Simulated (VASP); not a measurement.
Set up this calculation in VASP 6.6.1, as the native input.

```yaml
Task: single point
Functional: PBE
Potentials_or_basis: VASP PAW PBE potentials, release 64 (Li_sv, Cl)
Cutoff: 520 eV
k_mesh: 8 × 8 × 8
Occupations: gaussian, width 0.02 eV
Spin: no spin polarisation
Dipole_correction: no
Further_INCAR_settings: ALGO = Normal; EDIFF = 1e-06; NBANDS = 12
```

The structure of LiCl lies in POSCAR:

```
LiCl
1.0
    0.0000000000      2.4944649204      2.4944649204
    2.4944649204      0.0000000000      2.4944649204
    2.4944649204      2.4944649204      0.0000000000
Li Cl
1 1
Direct
    0.0000000000      0.0000000000      0.0000000000
    0.5000000000      0.5000000000      0.5000000000
```

One way to write it, as run:

INCAR

```
SYSTEM = LiCl
  ALGO = Normal
  EDIFF = 1E-6
  ENCUT = 520
  GGA = PE
  ISIF = 2
  ISMEAR = 0
  LASPH = .TRUE.
  LCHARG = .FALSE.
  LREAL = .FALSE.
  LWAVE = .FALSE.
  NBANDS = 12
  NELM = 100
  PREC = Accurate
  SIGMA = 0.02
```

KPOINTS

```
k-points
0
G
  8 8 8
  0 0 0
```

Potentials or basis: VASP PAW PBE potentials, release 64 (Li_sv, Cl).

The run is started by

```sh
$ cat potpaw_PBE.64/Li_sv/POTCAR potpaw_PBE.64/Cl/POTCAR > POTCAR
$ mpirun -np 1 vasp_std > vasp.out
```

It gave:

- Band gap on the k mesh: 6.84 eV (least direct gap 6.85 eV)

Run time: 17 s on 1 thread of Intel(R) Xeon(R) Platinum 8375C CPU @ 2.90GHz (Ice Lake), with other jobs on the host, peak memory 0.15 GiB.
